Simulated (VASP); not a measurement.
Write the native input for VASP 6.6.1 that does the following.

| Quantity | Value |
| --- | --- |
| Task | single point |
| Functional | RPBE |
| Dispersion | D4 |
| Potentials or basis | VASP PAW PBE potentials, release 64 (Mn_pv, O) |
| Cutoff | 520 eV |
| k mesh | 10 × 10 × 10 |
| Occupations | gaussian, width 0.05 eV |
| Spin | collinear spin, ferromagnetic start |
| Starting moments | [4.76, 0.17] μB |
| Hubbard terms | Mn d U = 3.9 eV |
| Dipole correction | no |
| Further INCAR settings | ALGO = Normal; EDIFF = 1e-06; NBANDS = 20 |

The structure of MnO lies in POSCAR:

```
MnO
1.0
    0.0000000000      2.2593465906      2.2593465906
    2.2593465906      0.0000000000      2.2593465906
    2.2593465906      2.2593465906      0.0000000000
Mn O
1 1
Direct
    0.0000000000      0.0000000000      0.0000000000
    0.5000000000      0.5000000000      0.5000000000
```

These files were run (other wordings do the same):

INCAR

```
PREC = Accurate ; ENCUT = 520
EDIFF = 1E-6 ; ISMEAR = 0
SIGMA = 0.05 ; LREAL = F
LASPH = T ; NELM = 150
ALGO = Normal ; ISIF = 2
LWAVE = F ; LCHARG = F
ISPIN = 2 ; MAGMOM = 4.76 0.17
LORBIT = 11 ; LMAXMIX = 4
LDAU = T ; LDAUTYPE = 2
LDAUL = 2 -1 ; LDAUU = 3.9 0
LDAUJ = 0 0 ; LDAUPRINT = 1
GGA = RP ; IVDW = 13
NBANDS = 20
```

KPOINTS

```
regular mesh
0
Gamma
  10 10 10
```

Potentials or basis: VASP PAW PBE potentials, release 64 (Mn_pv, O).

Launch:

```bash
$ cat potpaw_PBE.64/Mn_pv/POTCAR potpaw_PBE.64/O/POTCAR > POTCAR
$ mpirun -np 1 vasp_std > vasp.out
```

Results of the run:

```
Pressure                                              : -1.5 GPa
Band gap on the k mesh                                : 0.17 eV (least direct gap 2.36 eV)
Net moment                                            : 5.00 μB per cell
Site moments                                          : Mn +4.64; O +0.13 μB
Valence electrons inside the program's atomic spheres : Mn 11.29; O 5.00
Dispersion energy per atom                            : -0.649 eV
```

Caveat: the PAW data sets were made with another functional, which shifts forces and pressure a little; a cell with one magnetic atom can't hold antiferromagnetic order, which such compounds often take.

It took 21 s on 1 thread of AMD EPYC 9R45 96-Core Processor (Zen 5) (shared host), peak memory 0.14 GiB.
